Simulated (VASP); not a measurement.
Wanted: the native input for a VASP 6.6.1 run.

```
Task                   : single point
Functional             : PBEsol
Dispersion             : D3(BJ)
Potentials or basis    : VASP PAW PBE potentials, release 64 (Te, Sn_d)
Cutoff                 : 520 eV
k mesh                 : 7 × 7 × 7
Occupations            : gaussian, width 0.1 eV
Spin                   : no spin polarisation
Dipole correction      : no
Further INCAR settings : ALGO = Normal; EDIFF = 1e-06; NBANDS = 17
```

The structure of SnTe lies in POSCAR:

```
SnTe
1.0
    3.9047000000      0.0000000000      0.0000000000
    0.0000000000      3.9047000000      0.0000000000
    0.0000000000      0.0000000000      3.9047000000
Te Sn
1 1
Direct
    0.5000000000      0.5000000000      0.5000000000
    0.0000000000      0.0000000000      0.0000000000
```

One way to write it, as run:

INCAR

```
  PREC = Accurate
  ENCUT = 520
  EDIFF = 1E-6
  ISMEAR = 0
  SIGMA = 0.1
  LREAL = False
  LASPH = True
  NELM = 80
  ALGO = Normal
  ISIF = 2
  LWAVE = False
  LCHARG = False
  GGA = PS
  IVDW = 12
  NBANDS = 17
```

KPOINTS

```
Automatic mesh
0
Gamma
  7 7 7
```

Potentials or basis: VASP PAW PBE potentials, release 64 (Te, Sn_d).

Command:

```sh
$ cat potpaw_PBE.64/Te/POTCAR potpaw_PBE.64/Sn_d/POTCAR > POTCAR
$ mpirun -np 1 vasp_std > vasp.out
```

Results of the run:

```json
{
  "Pressure": "-6.0 GPa",
  "Band gap on the k mesh": "zero (band 10 reaches 7.08 eV, above the bottom of band 11 at 6.01 eV)",
  "Dispersion energy per atom": "-0.406 eV"
}
```

Caveat: the PAW data sets were made with another functional, which shifts forces and pressure a little; spin-orbit coupling is left out, which moves the levels of the heavy elements; pairwise dispersion overbinds metals, which lowers pressure and volume.

Wall time 14 s on 1 thread of Intel(R) Xeon(R) Platinum 8488C (Sapphire Rapids), with other jobs on the host, peak memory 0.19 GiB.
